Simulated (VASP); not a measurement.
A run of VASP 6.6.1 is set up as follows.

Contents of INCAR:

```
PREC     = Accurate       # precision mode
ENCUT    = 520            # plane-wave cutoff, eV
EDIFF    = 1E-7           # SCF threshold, eV
ISMEAR   = 0              # smearing method
SIGMA    = 0.1            # smearing width, eV
LREAL    = F              # projectors in reciprocal space
LASPH    = T              # aspherical terms in the spheres
NELM     = 150            # most SCF steps
ALGO     = Normal         # electronic algorithm
ISIF     = 2              # what is computed and relaxed
LWAVE    = F              # write WAVECAR
LCHARG   = F              # write CHGCAR
ISPIN    = 2              # spin polarisation
MAGMOM   = 0 4 0 0        # initial moments
LORBIT   = 11             # projections on sites
LMAXMIX  = 4              # l up to which the mixer works
GGA      = PE             # functional
NBANDS   = 30             # bands
```

Contents of KPOINTS:

```
Automatic mesh
0
Gamma
  6 6 4
```

POSCAR

```
BaMnF2
1.0
    4.4751640678      0.0000000045      0.0000000000
   -2.2375820378      3.8756057665      0.0000000000
    0.0000000000      0.0000000000      5.5675956366
Ba Mn F
1 1 2
Direct
    0.0000000000      0.0000000000      0.8045523155
    0.6666666667      0.3333333333      0.3040433833
    0.0000000000      0.0000000000      0.3046032615
    0.3333333333      0.6666666667     -0.1953865403
```

Potentials or basis: VASP PAW PBE potentials, release 64 (Ba_sv, Mn_pv, F).

Command:

```bash
$ cat potpaw_PBE.64/Ba_sv/POTCAR potpaw_PBE.64/Mn_pv/POTCAR potpaw_PBE.64/F/POTCAR > POTCAR
$ mpirun -np 1 vasp_std > vasp.out
```

Task: What does it give for the band gap on the k mesh?

Result: 0.34 eV (least direct gap 0.53 eV).

Task: What does it give for the pressure?

Result: 0.5 GPa.

Forces on the atoms (eV/Å):
```
Ba   0.000  0.000 -0.002
Mn   0.000  0.000  0.004
F    0.000  0.000  0.000
F    0.000  0.000 -0.001
```

Caveat: spin-orbit coupling is left out, which moves the levels of the heavy elements; a cell with one magnetic atom can't hold antiferromagnetic order, which such compounds often take. A k mesh can miss the band edges.
